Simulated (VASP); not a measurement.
**ZnO: single point with r2SCAN**

The system is ZnO.

```
CELL_PARAMETERS angstrom
-0.05292 2.13377 2.13377
2.13377 -0.05292 2.13377
2.08085 2.08085 0.00000
ATOMIC_POSITIONS crystal
Zn 0.00000 0.00000 0.00000
O 0.50000 0.50000 0.50000
```

This cell differs from its parent crystal: shear xy strain -5.0%.

```yaml
Program: VASP 6.6.1
Task: single point
Functional: r2SCAN
Potentials_or_basis: VASP PAW PBE potentials, release 64 (Zn, O)
Cutoff: 520 eV
k_mesh: 10 × 10 × 10
Occupations: gaussian, width 0.01 eV
Spin: no spin polarisation
Dipole_correction: no
Further_INCAR_settings: ALGO = Normal; EDIFF = 1e-06; NBANDS = 16
```

The pressure is 1.4 GPa. The band gap on the k mesh is 1.50 eV, indirect (least direct gap 2.76 eV).

Stress tensor (GPa, compression positive):
```
1.48 4.53 0.00
4.53 1.48 0.00
0.00 0.00 1.13
```

Levels at points of the mesh, in eV from the valence-band top:
```csv
k point,band 6,band 7,band 8,band 9,band 10,band 11,band 12,band 13
"(0.00, 0.00, 0.00)",-4.76,-1.66,-1.48,-1.27,1.50,18.09,18.83,19.06
"(0.50, 0.00, 0.00)",-4.54,-3.75,-0.02,0.00,6.33,9.79,13.93,14.35
"(0.50, 0.50, 0.00)",-4.41,-4.13,-3.24,-2.61,4.93,11.67,12.02,16.23
"(0.00, 0.00, 0.50)",-4.52,-3.61,-0.06,-0.05,5.95,10.24,13.22,13.62
"(0.50, 0.00, 0.50)",-4.43,-4.14,-2.93,-2.92,5.01,11.60,11.93,16.63
```

Run time: 2.9 min on 1 thread of Intel Xeon 8259CL, on a shared host, peak memory 0.18 GiB.

Caveat: the cell differs from its parent crystal (shear xy strain -5.0%); the PAW data sets were made with another functional, which shifts forces and pressure a little. A k mesh can miss the band edges.
